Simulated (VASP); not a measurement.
Runs of VASP 6.6.1 on BeAg2F6. The structure is that of space group Fm-3m (No. 225), or close to it. The cells are those of the table. 

```csv
task,spin,cell,k mesh,cutoff (eV),gap on the mesh (eV),pressure (GPa),moment (μB),largest force (eV/Å)
relaxation of cell and atoms,"collinear, ferromagnetic start","relaxed from a = 5.149 Å, angles 60.0°, 9 atoms",4 × 4 × 4,600,none,0.0,2.00,-
single point,"collinear, ferromagnetic start","a = 5.149 Å, angles 60.0°, 9 atoms",4 × 4 × 4,520,none,(a),2.00,-
single point,"collinear, ferromagnetic start","a = 5.194 Å, angles 60.0°, 9 atoms",10 × 10 × 10,520,none,-0.2,2.00,0.02
single point,off,"a = 5.149 Å, angles 60.0°, 9 atoms",4 × 4 × 4,520,none,-3.1,-,-
single point,"collinear, ferromagnetic start","a = 5.186 Å, angles 60.0°, 9 atoms",4 × 4 × 4,520,none,0.0,2.00,(b)
```

Alike in all rows: level PBE; potentials or basis VASP PAW PBE potentials, release 64 (Be, Ag, F); smearing gaussian 0.1 eV.

**Question.** Fill in the values left out.

**Answer.** (a) -2.8; (b) 0.03.

Caveats: some runs use coarse meshes.

A k mesh can miss the band edges, and the runs leave out spin-orbit coupling on Ag.

A gap of «none» marks levels without a gap at the run's occupations.
